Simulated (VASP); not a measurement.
# Hf3AlN4 (P4/mmm) in VASP: relaxation of cell and atoms with PBE

Aim: the relaxation of cell and atoms of Hf3AlN4 with PBE.

Program: VASP 6.6.1. These are calculated values, not measurements. Logs are shortened: lines on timing, memory, paths and dates and some standing lists are left out, and cuts for length are marked.

### Step 1. The cell of the first run

Symmetry: P4/mmm, No. 123, tetragonal system. Conventional cell: a = 3.168 Å, b = 3.168 Å, c = 8.888 Å, α = 90.00°, β = 90.00°, γ = 90.00°. Within 2.9 Å of Hf (site symmetry 4mm) lie 6 N at 2.22 to 2.25 Å. Within 3.0 Å of Hf (site symmetry 4/mmm) lie 6 N at 2.24 to 2.43 Å. Al (site symmetry 4/mmm) has 6 N at 2.02 to 2.24 Å within 2.7 Å. Within 2.9 Å of N (site symmetry 4/mmm) lie 6 Hf at 2.22 to 2.24 Å. N (site symmetry 4mm) has 1 Al at 2.02 Å and 5 Hf at 2.25 to 2.43 Å within 2.7 Å. N (site symmetry 4/mmm) has 2 Hf at 2.22 Å and 4 Al at 2.24 Å and 12 N at 3.01 to 3.17 Å within 3.2 Å.

### Step 2. Relaxation of cell and atoms, PBE

The input, INCAR:

```
PREC = Accurate ; ENCUT = 600
EDIFF = 1E-7 ; ISMEAR = 0
SIGMA = 0.1 ; LREAL = F
LASPH = T ; NELM = 60
ALGO = Fast ; ISIF = 3
LWAVE = F ; LCHARG = F
GGA = PE ; IBRION = 2
NSW = 100 ; EDIFFG = -0.01
```

The input, KPOINTS:

```
regular mesh
0
Gamma
  12 12 4
```

The input, POSCAR:

```
Hf3AlN4
1.0
    3.1684520254      0.0000000000      0.0000000000
    0.0000000000      3.1684520254      0.0000000000
    0.0000000000      0.0000000000      8.8884804066
Hf Al N
3 1 4
Direct
    0.0000000000      0.0000000000      0.7502134447
    0.5000000000      0.5000000000      0.0000000000
    0.0000000000      0.0000000000      0.2497865553
    0.5000000000      0.5000000000      0.5000000000
    0.0000000000      0.0000000000      0.0000000000
    0.5000000000      0.5000000000      0.2732983504
    0.0000000000      0.0000000000      0.5000000000
    0.5000000000      0.5000000000      0.7267016496
```

Potentials or basis: VASP PAW PBE potentials, release 64 (Hf_pv, Al, N).

Launch:

```
> cat potpaw_PBE.64/Hf_pv/POTCAR potpaw_PBE.64/Al/POTCAR potpaw_PBE.64/N/POTCAR > POTCAR
> mpirun -np 1 vasp_std > vasp.out
```

OUTCAR:

```text
PREC = Accurate
   ENCUT = 600
   EDIFF = 1E-7
   ISMEAR = 0
   LREAL = F
   LASPH = T
   NELM = 60
   ISIF = 3
   GGA = PE
   IBRION = 2
   NSW = 100
   EDIFFG = -0.01

 ion  position               nearest neighbor table
   1  0.000  0.000  0.750-   5 2.22   7 2.22   8 2.25   8 2.25   8 2.25   8 2.25   2 3.15   2 3.15
                             2 3.15   2 3.15   4 3.16   4 3.16   4 3.16   4 3.16
   2  0.500  0.500  0.000-   5 2.24   5 2.24   5 2.24   5 2.24   8 2.43   6 2.43   3 3.15   3 3.15
                             1 3.15   3 3.15   1 3.15   1 3.15   3 3.15   1 3.15
   3  0.000  0.000  0.250-   5 2.22   7 2.22   6 2.25   6 2.25   6 2.25   6 2.25   2 3.15   2 3.15
                             2 3.15   2 3.15   4 3.16   4 3.16   4 3.16   4 3.16
   4  0.500  0.500  0.500-   6 2.02   8 2.02   7 2.24   7 2.24   7 2.24   7 2.24   3 3.16   3 3.16
                             1 3.16   3 3.16   1 3.16   1 3.16   3 3.16   1 3.16
   5  0.000  0.000  0.000-   1 2.22   3 2.22   2 2.24   2 2.24   2 2.24   2 2.24
   6  0.500  0.500  0.273-   4 2.02   3 2.25   3 2.25   3 2.25   3 2.25   2 2.43
   7  0.000  0.000  0.500-   1 2.22   3 2.22   4 2.24   4 2.24   4 2.24   4 2.24
   8  0.500  0.500  0.727-   4 2.02   1 2.25   1 2.25   1 2.25   1 2.25   2 2.43

  LATTYP: Found a simple tetragonal cell.
 ALAT       =     3.1684520254
 C/A-ratio  =     2.8053069244

  Lattice vectors:

 A1 = (   3.1684520254,   0.0000000000,   0.0000000000)
 A2 = (   0.0000000000,   3.1684520254,   0.0000000000)
 A3 = (   0.0000000000,   0.0000000000,   8.8884804066)

Analysis of symmetry for initial positions (statically):
=====================================================================
 Subroutine PRICEL returns:
 Original cell was already a primitive cell.

 Routine SETGRP: Setting up the symmetry group for a
 simple tetragonal supercell.

 Subroutine GETGRP returns: Found 16 space group operations
 (whereof 16 operations were pure point group operations)
 out of a pool of 16 trial point group operations.

The static configuration has the point symmetry D_4h.

Analysis of symmetry for dynamics (positions and initial velocities):
=====================================================================
 Subroutine PRICEL returns:
 Original cell was already a primitive cell.

 Routine SETGRP: Setting up the symmetry group for a
 simple tetragonal supercell.

 Subroutine GETGRP returns: Found 16 space group operations
 (whereof 16 operations were pure point group operations)
 out of a pool of 16 trial point group operations.

The dynamic configuration has the point symmetry D_4h.

 Subroutine INISYM returns: Found 16 space group operations
 (whereof 16 operations are pure point group operations),
 and found     1 'primitive' translations

----------------------------------------------------------------------------------------

                                     Primitive cell

  volume of cell :      89.2322

  direct lattice vectors                    reciprocal lattice vectors
     3.168452025  0.000000000  0.000000000     0.315611533  0.000000000  0.000000000
     0.000000000  3.168452025  0.000000000     0.000000000  0.315611533  0.000000000
     0.000000000  0.000000000  8.888480407     0.000000000  0.000000000  0.112505170

  length of vectors
     3.168452025  3.168452025  8.888480407     0.315611533  0.315611533  0.112505170

  position of ions in fractional coordinates (direct lattice)
     0.000000000  0.000000000  0.750213445
     0.500000000  0.500000000  0.000000000
     0.000000000  0.000000000  0.249786555
     0.500000000  0.500000000  0.500000000
     0.000000000  0.000000000  0.000000000
     0.500000000  0.500000000  0.273298350
     0.000000000  0.000000000  0.500000000
     0.500000000  0.500000000  0.726701650

  ion indices of the primitive-cell ions
   primitive index   ion index
                 1           1
                 2           2
                 3           3
                 4           4
                 5           5
                 6           6
                 7           7
                 8           8

----------------------------------------------------------------------------------------

 KPOINTS: regular mesh

Automatic generation of k-mesh.
 Grid dimensions read from file:
 generate k-points for:   12   12    4

 Generating k-lattice:

  Cartesian coordinates                     Fractional coordinates (reciprocal lattice)
     0.026300961  0.000000000  0.000000000     0.083333333  0.000000000  0.000000000
     0.000000000  0.026300961  0.000000000     0.000000000  0.083333333  0.000000000
     0.000000000  0.000000000  0.028126293     0.000000000  0.000000000  0.250000000

  Length of vectors
     0.026300961  0.026300961  0.028126293

  Shift w.r.t. Gamma in fractional coordinates (k-lattice)
     0.000000000  0.000000000  0.000000000

 Subroutine IBZKPT returns following result:
 ===========================================

 Found     84 irreducible k-points:

 Following reciprocal coordinates:
            Coordinates               Weight
  0.000000  0.000000  0.000000      1.000000
  0.083333  0.000000  0.000000      4.000000
  0.166667  0.000000  0.000000      4.000000
  0.250000  0.000000  0.000000      4.000000
  0.333333  0.000000  0.000000      4.000000
  0.416667  0.000000  0.000000      4.000000
[... 16 lines left out ...]
  0.333333  0.333333  0.000000      4.000000
  0.416667  0.333333  0.000000      8.000000
 [... further k-points ...]
   k-points           NKPTS =     84   k-points in BZ     NKDIM =     84   number of bands    NBANDS=     31
   number of dos      NEDOS =    301   number of ions     NIONS =      8
   total plane-waves  NPLWV =  56448
   dimension x,y,z NGX =    28 NGY =   28 NGZ =   72
   dimension x,y,z NGXF=    56 NGYF=   56 NGZF=  144
   ions per type =               3   1   4
   NGX,Y,Z   is equivalent  to a cutoff of  14.69, 14.69, 13.47 a.u.
   NGXF,Y,Z  is equivalent  to a cutoff of  29.38, 29.38, 26.93 a.u.
 SYSTEM =  unknown system
   PREC   = accura    normal or accurate (medium, high low for compatibility)
   ISTART =      0    job   : 0-new  1-cont  2-samecut
   ICHARG =      2    charge: 1-file 2-atom 10-const
   ISPIN  =      1    spin polarized calculation?
   LNONCOLLINEAR =      F non collinear calculations
   LSORBIT =      F    spin-orbit coupling
   LASPH  =      T    aspherical Exc in radial PAW
   ENCUT  =  600.0 eV  44.10 Ry    6.64 a.u.   6.33  6.33 17.75*2*pi/ulx,y,z
   NELM   =     60;   NELMIN=  2; NELMDL= -5     # of ELM steps
   EDIFF  = 0.1E-06   stopping-criterion for ELM
   LREAL  =      F    real-space projection
   EDIFFG = -.1E-01   stopping-criterion for IOM
   NSW    =    100    number of steps for IOM
   IBRION =      2    ionic relax: 0-MD 1-quasi-New 2-CG
   NFREE  =      1    steps in history (QN), initial steepest desc. (CG)
   ISIF   =      3    stress and relaxation
   ISYM   =      2    0-nonsym 1-usesym 2-fastsym
   POTIM  = 0.5000    time-step for ionic-motion
   TEBEG  =    0.0;   TEEND  =   0.0 temperature during run
   PSTRESS=    0.0 pullay stress
   NELECT =      53.0000    total number of electrons
   NUPDOWN=      -1.0000    fix difference up-down
   EMIN   =  10.00;   EMAX   =-10.00  energy-range for DOS
   EFERMI =   0.00;   METHOD = LEGACY
   ISMEAR =     0;   SIGMA  =   0.10  broadening in eV -4-tet -1-fermi 0-gaus
   EFERMI_NEDOS =   21; number of points for ismear=-14 and -15
   IALGO  =     68    algorithm
   IMIX   =      4    mixing-type and parameters
     AMIX     =   0.40;   BMIX     =  1.00
     AMIX_MAG =   1.60;   BMIX_MAG =  1.00
  volume/ion in A,a.u.               =      11.15        75.27
  Fermi-wavevector in a.u.,A,eV,Ry     =   1.376130  2.600509 25.765820  1.893734
  Thomas-Fermi vector in A             =   2.501403
   LORBIT       =      0    0 simple, 1 ext, 2 COOP (PROOUT), +10 PAW based schemes
   GGA     = PE    functional components
   LHFCALC =     F    Hartree Fock is set to
   AEXX    =    0.0000 exact exchange contribution
   IVDW    =     0    specifies the selected vdW correction
   LEPSILON=     F    determine dielectric tensor
   LRPA    =     F    only Hartree local field effects (RPA)
 conjugate gradient relaxation of ions
 non-spin polarized calculation
 RMM-DIIS sequential band-by-band and
 Gauss-broadening in eV      SIGMA  =   0.10
  energy-cutoff  :      600.00
  volume of cell :       89.23
 maximum number of plane-waves:      3010
 NGX is ok and might be reduce to    28
   NGX = 13   NGY = 13   NGZ = 35

--------------------------------------- Ionic step        1  -------------------------------------------

 number of electron      52.9999996 magnetization

 Free energy of the ion-electron system (eV)
  ---------------------------------------------------
  ext. energy  EPLUGINS =         0.00000000
  ---------------------------------------------------
  free energy    TOTEN  =       -78.91666090 eV

  energy without entropy =      -78.91118063  energy(sigma->0) =      -78.91392076

------------------------ aborting loop because EDIFF is reached ----------------------------------------

  FORCE on cell =-STRESS in cart. coord.  units (eV):
  Direction    XX          YY          ZZ          XY          YZ          ZX
  --------------------------------------------------------------------------------------
  -------------------------------------------------------------------------------------
  Total       -0.9794206     -0.9794206     -1.4479032      0.0000000     -0.0000000      0.0000000
  in kB      -17.5856338    -17.5856338    -25.9973040      0.0000000     -0.0000000      0.0000000
  external PRESSURE =     -20.3895238 kB  Pullay stress =       0.0000000 kB
[... 237 lines left out ...]
  energy  without entropy=      -78.9192602508  energy(sigma->0) =      -78.92163889

--------------------------------------- Ionic step        7  -------------------------------------------

 number of electron      52.9999998 magnetization

 Free energy of the ion-electron system (eV)
  ---------------------------------------------------
  ext. energy  EPLUGINS =         0.00000000
  ---------------------------------------------------
  free energy    TOTEN  =       -78.92404113 eV

  energy without entropy =      -78.91927994  energy(sigma->0) =      -78.92166053

 E-fermi :   8.8850     XC(G=0): -12.4695

 val. band max:        8.8676482710   @ k =   0.1667   0.0000   0.0000
 cond. band min:       8.9130249246   @ k =   0.1667   0.0000   0.2500
 fundamental gap:      0.0453766536
 Fermi energy:         8.8849541717

 k-point     1 :       0.0000    0.0000    0.0000
  band No.  band energies     occupation
      1     -23.0019      2.00000
      2     -22.7620      2.00000
      3     -22.5432      2.00000
      4     -22.5432      2.00000
      5     -22.4235      2.00000
      6     -22.4235      2.00000
[... 805 lines left out ...]
     30      12.0745      0.00000
     31      12.4582      0.00000

 [... further k-points ...]

------------------------ aborting loop because EDIFF is reached ----------------------------------------

  FORCE on cell =-STRESS in cart. coord.  units (eV):
  Direction    XX          YY          ZZ          XY          YZ          ZX
  --------------------------------------------------------------------------------------
  -------------------------------------------------------------------------------------
  Total       -0.0282344     -0.0282344      0.0244784      0.0000000     -0.0000000      0.0000000
  in kB       -0.5109899     -0.5109899      0.4430130      0.0000000     -0.0000000      0.0000000
  external PRESSURE =      -0.1929889 kB  Pullay stress =       0.0000000 kB
[... 23 lines left out ...]
  FREE ENERGIE OF THE ION-ELECTRON SYSTEM (eV)
  ---------------------------------------------------
  free  energy   TOTEN  =       -78.9240411291 eV

  energy  without entropy=      -78.9192799375  energy(sigma->0) =      -78.92166053

 reached required accuracy - stopping structural energy minimisation
```

It took 26 min on 1 thread of Oxide Virtual Turin-like, shared host; peak memory 0.39 GiB.

Results:

```yaml
Free_energy: -78.9240 eV
Relaxed_volume: 11.07 Å³/atom
Relaxed_cell: a = 3.163 Å, b = 3.163 Å, c = 8.850 Å, α = 90.00°, β = 90.00°, γ = 90.00°
Space_group_after_relaxing_to_0.1_Å: P4/mmm (No. 123)
Energy_gained_by_relaxing: 0.9 meV/atom
Ionic_steps: 7
Pressure_after_relaxing: 0.0 GPa
Largest_force_after_relaxing: 0.005 eV/Å
Band_gap_on_the_k_mesh: zero (an odd number of electrons rules out a gap without spin polarisation)
```

Forces in eV/Å, atoms in the order of the input:
```
Hf   0.000  0.000 -0.003
Hf   0.000  0.000  0.000
Hf   0.000  0.000  0.003
Al   0.000  0.000  0.000
N    0.000  0.000  0.000
N    0.000  0.000 -0.005
N    0.000  0.000  0.000
N    0.000  0.000  0.005
```

Stress tensor (GPa, compression positive):
```
-0.05  0.00  0.00
 0.00 -0.05  0.00
 0.00  0.00  0.04
```

Step by step:
| step | energy change (eV) | largest force (eV/Å) | pressure (GPa) | volume (Å³) |
| --- | --- | --- | --- | --- |
| 1 | 0.0000 | 0.1863 | -2.04 | 89.23 |
| 2 | 0.0043 | 0.0663 | 3.35 | 87.41 |
| 3 | -0.0064 | 0.1144 | 0.25 | 88.43 |
| 4 | -0.0072 | 0.0402 | -0.01 | 88.52 |
| 5 | -0.0072 | 0.0396 | -0.01 | 88.52 |
| 6 | -0.0074 | 0.0135 | -0.01 | 88.53 |
| 7 | -0.0074 | 0.0048 | -0.02 | 88.53 |

Final structure:
```
Hf Al N
1.0
     3.16269    0.00000    0.00000
     0.00000    3.16269    0.00000
     0.00000    0.00000    8.85038
Hf Al N
3 1 4
Direct
  0.00000 0.00000 0.74999
  0.50000 0.50000 0.00000
  0.00000 0.00000 0.25001
  0.50000 0.50000 0.50000
  0.00000 0.00000 0.00000
  0.50000 0.50000 0.27202
  0.00000 0.00000 0.50000
  0.50000 0.50000 0.72798
```

Caveat: spin-orbit coupling is left out, which moves the levels of the heavy elements; an odd number of electrons without spin polarisation forces a metal; a magnetic or distorted state may lie lower.

The gap in the log of VASP goes by the Fermi energy; the results here count the filled bands.